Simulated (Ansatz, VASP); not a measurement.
# GePPd3: VASP beside Ansatz

```
CELL_PARAMETERS angstrom
4.60924 0.00000 0.00000
0.00000 4.60924 0.00000
0.00000 0.00000 4.60924
ATOMIC_POSITIONS crystal
Ge 0.50000 0.50000 0.50000
P 0.00000 0.00000 0.00000
Pd 0.00000 0.50000 0.50000
Pd 0.50000 0.00000 0.50000
Pd 0.50000 0.50000 0.00000
```

Alike in both runs: functional PBE; k mesh 8 × 8 × 8; occupations gaussian, width 0.1 eV; no spin polarisation.

Ansatz relaxed the structure, and its values are those at the end. VASP's run is a single point on that final structure, the one shown.

|  | VASP | Ansatz |
| --- | --- | --- |
| version | VASP 6.6.1 | Ansatz 0.2.0 |
| potentials or method | VASP PAW PBE potentials, release 64 (Ge_d, P, Pd), cutoff 520 eV | scalar-relativistic, plane waves, PAW |
| valence electrons in the cell | 49 | 73 |

|  | VASP | Ansatz | Ansatz less VASP |
| --- | --- | --- | --- |
| gap on the k mesh at the Fermi level (eV) | none | none | - |
| pressure (GPa) | 0.3 | 0.0 | -0.29 |

A gap of «none» marks a metal or a gap that the smearing closes. The functional is the same, so the differences come from potentials, cutoffs and numerics. VASP's potentials hold 49 valence electrons a cell and Ansatz's 73, so a difference there can come from the potentials and not from the codes.
